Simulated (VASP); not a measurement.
GaN:

```
Ga N
1.0
     0.00000    2.25350    2.25350
     2.25350    0.00000    2.25350
     2.25350    2.25350    0.00000
Ga N
1 1
Direct
  0.00000 0.00000 0.00000
  0.25000 0.25000 0.25000
```

| Quantity | Value |
| --- | --- |
| Program | VASP 6.6.1 |
| Task | relaxation of cell and atoms |
| Functional | PBE |
| Potentials or basis | VASP PAW PBE potentials, release 64 (Ga_d, N) |
| Cutoff | 600 eV |
| k mesh | 8 × 8 × 8 |
| Occupations | gaussian, width 0.01 eV |
| Spin | no spin polarisation |

At the start: pressure 4.9 GPa; volume 11.44 Å³/atom.

Question: Where does the relaxation end?

Answer: Over 3 steps the energy falls by 4.7 meV/atom and the volume is 11.76 Å³/atom (+2.8 %); space group F-43m (No. 216, to 0.1 Å) before and after.

The path:
```tsv
step	energy change (eV)	largest force (eV/Å)	pressure (GPa)	volume (Å³)
1	0.0000	0.0000	4.91	22.89
2	-0.0029	0.0000	-3.73	24.07
3	-0.0094	0.0000	-0.02	23.52
```

Final structure:
```cif
data_structure
_symmetry_space_group_name_H-M 'P 1'
_symmetry_Int_Tables_number 1
_cell_length_a 3.2160
_cell_length_b 3.2160
_cell_length_c 3.2160
_cell_angle_alpha 60.000
_cell_angle_beta 60.000
_cell_angle_gamma 60.000
_cell_volume 23.52
loop_
_atom_site_label
_atom_site_type_symbol
_atom_site_fract_x
_atom_site_fract_y
_atom_site_fract_z
_atom_site_occupancy
Ga1 Ga 0.00000 0.00000 0.00000 1
N1 N 0.25000 0.25000 0.25000 1
```
